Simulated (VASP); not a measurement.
The system is MgF2.

```
Mg F
1.0
     4.62202    0.00000    0.00000
     0.00000    4.62202    0.00000
     0.00000    0.00000    3.04611
Mg F
2 4
Direct
  0.00000 0.00000 0.00000
  0.50000 0.50000 0.50000
  0.30295 0.30295 0.00000
  0.19705 0.80295 0.50000
  0.69705 0.69705 0.00000
  0.80295 0.19705 0.50000
```

Base run:

```yaml
Program: VASP 6.6.1
Functional: PBE
Potentials_or_basis: VASP PAW PBE potentials, release 64 (Mg, F)
Cutoff: 600 eV
k_mesh: 6 × 6 × 8
Occupations: fermi-dirac, width 0.02 eV
Spin: no spin polarisation
```

Its results: band gap on the k mesh 7.12 eV; pressure 3.9 GPa; largest force 0.026 eV/Å.

Task: The run is repeated on the same cell with these changes: functional from PBE to r2SCAN; cutoff from 600 eV to 660 eV. What comes out?

Result: Band gap on the k mesh 8.03 eV; pressure -1.5 GPa; largest force 0.007 eV/Å.

Caveats: the cell stands under pressure (at least some runs); the PAW data sets were made with another functional, which shifts forces and pressure a little (at least some runs).

A k mesh can miss the band edges.
